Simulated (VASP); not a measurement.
# Si in VASP: single point with PBE

Aim: the single point of Si with PBE.

Program: VASP 6.6.1. These are calculated values, not measurements. Logs are shortened: lines on timing, memory, paths and dates and some standing lists are left out, and cuts for length are marked.

**1. The cell of the first run**

The cell holds a slab with vacuum, 6 atoms: a = 3.851 Å, b = 3.851 Å, c = 21.166 Å, α = 90.00°, β = 90.00°, γ = 120.00°.

**2. Single point, PBE**

INCAR reads:

```
SYSTEM = Si
PREC = Accurate
ENCUT = 520
EDIFF = 1E-6
ISMEAR = 0
SIGMA = 0.05
LREAL = .FALSE.
LASPH = .TRUE.
NELM = 80
ALGO = Normal
ISIF = 2
LWAVE = .FALSE.
LCHARG = .FALSE.
LDIPOL = .TRUE.
IDIPOL = 3
DIPOL = 0.5 0.5 0.499
GGA = PE
NBANDS = 21
```

KPOINTS reads:

```
regular mesh
0
G
  9 9 1
  0 0 0
```

POSCAR reads:

```
Si
1.0
    3.8512806261      0.0000000000      0.0000000000
   -1.9256403131      3.3353068593      0.0000000000
    0.0000000000      0.0000000000     21.1661364574
Si
6
Direct
    0.6666666667      0.3333333333      0.3307169456
    0.3333333333      0.6666666667      0.3685657865
    0.3333333333      0.6666666667      0.4810755795
    0.6666666667      0.3333333333      0.5171944634
    0.6666666667      0.3333333333      0.6312584228
    0.3333333333      0.6666666667      0.6629794719
```

Potentials or basis: VASP PAW PBE potentials, release 64 (Si).

Launch:

```sh
> cat potpaw_PBE.64/Si/POTCAR > POTCAR
> mpirun -np 1 vasp_std > vasp.out
```

OUTCAR:

```text
SYSTEM = Si
   PREC = Accurate
   ENCUT = 520
   EDIFF = 1E-6
   ISMEAR = 0
   LREAL = .FALSE.
   LASPH = .TRUE.
   NELM = 80
   ISIF = 2
   GGA = PE

 ion  position               nearest neighbor table
   1  0.667  0.333  0.331-   2 2.36   2 2.36   2 2.36
   2  0.333  0.667  0.369-   1 2.36   1 2.36   1 2.36   3 2.38
   3  0.333  0.667  0.481-   4 2.35   4 2.35   4 2.35   2 2.38
   4  0.667  0.333  0.517-   3 2.35   3 2.35   3 2.35   5 2.41
   5  0.667  0.333  0.631-   6 2.32   6 2.32   6 2.32   4 2.41
   6  0.333  0.667  0.663-   5 2.32   5 2.32   5 2.32

  LATTYP: Found a hexagonal cell.
 ALAT       =     3.8512806261
 C/A-ratio  =     5.4958696892

  Lattice vectors:

 A1 = (   3.8512806261,   0.0000000000,   0.0000000000)
 A2 = (  -1.9256403131,   3.3353068593,   0.0000000000)
 A3 = (   0.0000000000,   0.0000000000,  21.1661364574)

Analysis of symmetry for initial positions (statically):
=====================================================================
 Subroutine PRICEL returns:
 Original cell was already a primitive cell.

 Routine SETGRP: Setting up the symmetry group for a
 hexagonal supercell.

 Subroutine GETGRP returns: Found  6 space group operations
 (whereof  6 operations were pure point group operations)
 out of a pool of 24 trial point group operations.

The static configuration has the point symmetry C_3v.

Analysis of symmetry for dynamics (positions and initial velocities):
=====================================================================
 Subroutine PRICEL returns:
 Original cell was already a primitive cell.

 Routine SETGRP: Setting up the symmetry group for a
 hexagonal supercell.

 Subroutine GETGRP returns: Found  6 space group operations
 (whereof  6 operations were pure point group operations)
 out of a pool of 24 trial point group operations.

The dynamic configuration has the point symmetry C_3v.

 Subroutine INISYM returns: Found  6 space group operations
 (whereof  6 operations are pure point group operations),
 and found     1 'primitive' translations

----------------------------------------------------------------------------------------

                                     Primitive cell

  volume of cell :     271.8833

  direct lattice vectors                    reciprocal lattice vectors
     3.851280626  0.000000000  0.000000000     0.259653891  0.149911244  0.000000000
[... 91 lines left out ...]
   PSTRESS=    0.0 pullay stress
   NELECT =      24.0000    total number of electrons
   NUPDOWN=      -1.0000    fix difference up-down
   EMIN   =  10.00;   EMAX   =-10.00  energy-range for DOS
   EFERMI =   0.00;   METHOD = LEGACY
   ISMEAR =     0;   SIGMA  =   0.05  broadening in eV -4-tet -1-fermi 0-gaus
   EFERMI_NEDOS =   21; number of points for ismear=-14 and -15
   IALGO  =     38    algorithm
   IMIX   =      4    mixing-type and parameters
     AMIX     =   0.40;   BMIX     =  1.00
     AMIX_MAG =   1.60;   BMIX_MAG =  1.00
  volume/ion in A,a.u.               =      45.31       305.79
  Fermi-wavevector in a.u.,A,eV,Ry     =   0.728928  1.377473  7.229258  0.531335
  Thomas-Fermi vector in A             =   1.820523
   LORBIT       =      0    0 simple, 1 ext, 2 COOP (PROOUT), +10 PAW based schemes
   GGA     = PE    functional components
   LHFCALC =     F    Hartree Fock is set to
   AEXX    =    0.0000 exact exchange contribution
   IVDW    =     0    specifies the selected vdW correction
   LEPSILON=     F    determine dielectric tensor
   LRPA    =     F    only Hartree local field effects (RPA)
 non-spin polarized calculation
 Gauss-broadening in eV      SIGMA  =   0.05
  energy-cutoff  :      520.00
  volume of cell :      271.88
 maximum number of plane-waves:      7377
 NGX is ok and might be reduce to    30
   NGX = 15   NGY = 15   NGZ = 79

 dipolmoment           0.000000      0.000000      0.016497 electrons x Angstroem

 number of electron      24.0000002 magnetization

 dipolmoment           0.000000      0.000000     -0.013753 electrons x Angstroem

 Free energy of the ion-electron system (eV)
  ---------------------------------------------------
  ext. energy  EPLUGINS =         0.00000000
  ---------------------------------------------------
  free energy    TOTEN  =       -30.09522566 eV

  energy without entropy =      -30.09240294  energy(sigma->0) =      -30.09381430

 E-fermi :  -0.0042     XC(G=0):  -4.9049

 val. band max:       -0.0398056352   @ k =   0.2222   0.1111   0.0000
 cond. band min:       0.0981685185   @ k =   0.2222   0.1111   0.0000
 fundamental gap:      0.1379741537
 Fermi energy:        -0.0041919587

 k-point     1 :       0.0000    0.0000    0.0000
  band No.  band energies     occupation
      1     -11.7118      2.00000
      2     -10.9218      2.00000
      3      -9.9996      2.00000
      4      -5.8733      2.00000
      5      -3.6426      2.00000
      6      -1.2621      2.00000
[... 277 lines left out ...]
     20       5.9033      0.00000
     21       6.0210      0.00000

------------------------ aborting loop because EDIFF is reached ----------------------------------------

 vacuum level on the upper side and lower side of the slab       (xc-potential included)        -0.251        -0.061

  FORCE on cell =-STRESS in cart. coord.  units (eV):
  Direction    XX          YY          ZZ          XY          YZ          ZX
  --------------------------------------------------------------------------------------
  -------------------------------------------------------------------------------------
  Total        0.4599432      0.4599432     -0.3129268     -0.0000000      0.0000000      0.0000000
  in kB        2.7103930      2.7103930     -1.8440420     -0.0000000      0.0000000      0.0000000
  external PRESSURE =       1.1922480 kB  Pullay stress =       0.0000000 kB

 VOLUME and BASIS-vectors are now :
 -----------------------------------------------------------------------------
  energy-cutoff  :      520.00
  volume of cell :      271.88
      direct lattice vectors                 reciprocal lattice vectors
     3.851280626  0.000000000  0.000000000     0.259653891  0.149911244  0.000000000
    -1.925640313  3.335306859  0.000000000     0.000000000  0.299822488  0.000000000
     0.000000000  0.000000000 21.166136457     0.000000000  0.000000000  0.047245278

 POSITION                                       TOTAL-FORCE (eV/Angst)
 -----------------------------------------------------------------------------------
      1.92564      1.11177      7.00000         0.000000     -0.000000      0.571144
     -0.00000      2.22354      7.80111        -0.000000      0.000000     -0.657577
     -0.00000      2.22354     10.18251        -0.000000     -0.000000      0.102734
      1.92564      1.11177     10.94701        -0.000000     -0.000000     -0.002264
      1.92564      1.11177     13.36130         0.000000     -0.000000     -0.009477
     -0.00000      2.22354     14.03271         0.000000      0.000000     -0.004560
 -----------------------------------------------------------------------------------
    total drift:                                0.000000     -0.000000     -0.000093

  FREE ENERGIE OF THE ION-ELECTRON SYSTEM (eV)
  ---------------------------------------------------
  free  energy   TOTEN  =       -30.0952256637 eV

  energy  without entropy=      -30.0924029449  energy(sigma->0) =      -30.09381430

 vacuum level on the upper side and lower side of the slab         4.442         4.634
```

Run time: 3.8 min. Hardware: 1 thread of Intel Xeon 8259CL, shared host; peak memory 0.37 GiB.

Results:

- Free energy: -30.0952 eV
- Largest force: 0.658 eV/Å
- Band gap on the k mesh: zero (bands 12 and 13 overlap by 0.06 eV)

Forces on the atoms (eV/Å):
```
Si   0.000  0.000  0.571
Si   0.000  0.000 -0.658
Si   0.000  0.000  0.103
Si   0.000  0.000 -0.002
Si   0.000  0.000 -0.009
Si   0.000  0.000 -0.005
```

Levels at points of the mesh, in eV from the Fermi level:
```csv
k point,band 10,band 11,band 12,band 13,band 14,band 15
"(0.00, 0.00, 0.00)",-0.69,-0.05,-0.05,0.80,1.34,2.44
```
